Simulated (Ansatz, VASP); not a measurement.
## Two plane-wave programs on MnSe

The input INCAR:

```
SYSTEM = MnSe
PREC = Accurate ; ENCUT = 600
EDIFF = 1E-6 ; ISMEAR = 0
SIGMA = 0.1 ; LREAL = .FALSE.
LASPH = .TRUE. ; NELM = 150
ALGO = Normal ; ISIF = 3
LWAVE = .FALSE. ; LCHARG = .FALSE.
ISPIN = 2 ; MAGMOM = 4.17 0
LORBIT = 11 ; LMAXMIX = 4
GGA = CA ; IBRION = 2
NSW = 100 ; EDIFFG = -0.005
```

Contents of KPOINTS:

```
Automatic mesh
0
G
  14 14 14
  0 0 0
```

Contents of POSCAR:

```
MnSe
1.0
    0.0000000000      2.8136604470      2.8136604470
    2.8136604470      0.0000000000      2.8136604470
    2.8136604470      2.8136604470      0.0000000000
Mn Se
1 1
Direct
    0.0000000000      0.0000000000      0.0000000000
    0.7500000000      0.7500000000      0.7500000000
```

Input for Ansatz:

```yaml
crystal:
  lattice:
    - [0.0, 2.8136604522, 2.8136604522]
    - [2.8136604522, 0.0, 2.8136604522]
    - [2.8136604522, 2.8136604522, 0.0]
  atoms:
    - { symbol: Mn, position: [0.0, 0.0, 0.0], spin: 4.17 }
    - { symbol: Se, position: [0.75, 0.75, 0.75] }
basis:
  ecutwfc: 420
kpoints:
  mp_grid: { grid: [14, 14, 14] }
hamiltonian:
  xc: lda
scf:
  occupations: { method: gaussian, width: 0.1 }
output:
  forces: true
  stress: true
  eigenvalues: true
  populations: true
magnetization:
  spin_polarized: true
relax:
  adjacent_minimum: "off"
  f_tol: 0.005
  max_steps: 80
  cell: { stress_tol: 0.05 }
```

Alike in both runs: task relaxation of cell and atoms; functional LDA; k mesh 14 × 14 × 14; occupations gaussian, width 0.1 eV; collinear spin.

|  | VASP | Ansatz |
| --- | --- | --- |
| version | VASP 6.6.1 | Ansatz 0.2.0 |
| potentials or method | VASP PAW LDA potentials, release 64 (Mn_pv, Se), cutoff 600 eV | scalar-relativistic, plane waves, PAW |
| valence electrons in the cell | 19 | 31 |

```csv
,VASP,Ansatz,Ansatz less VASP
"gap on the k mesh at the Fermi level, each at its own relaxed structure (eV)",none,none,-
net moment per atom (μB),2.07,2.19,+0.120
size of the moment on the site where the two differ most (μB),3.74,3.77,+0.034
relaxed volume (Å³/atom),21.67,22.22,+0.546
relaxed length of the cell vector where the two differ most in proportion (Å),3.943,3.976,+0.0329
```

The net moments are unlike, so the other rows may belong to different states. LDA's correlation is that of Perdew and Zunger in VASP and of Perdew and Wang (1992) in Ansatz. Site moments also hang on the region over which each program counts them. A gap of «none» marks a metal or a gap that the smearing closes. VASP's potentials hold 19 valence electrons a cell and Ansatz's 31, so a difference there can come from the potentials and not from the codes.
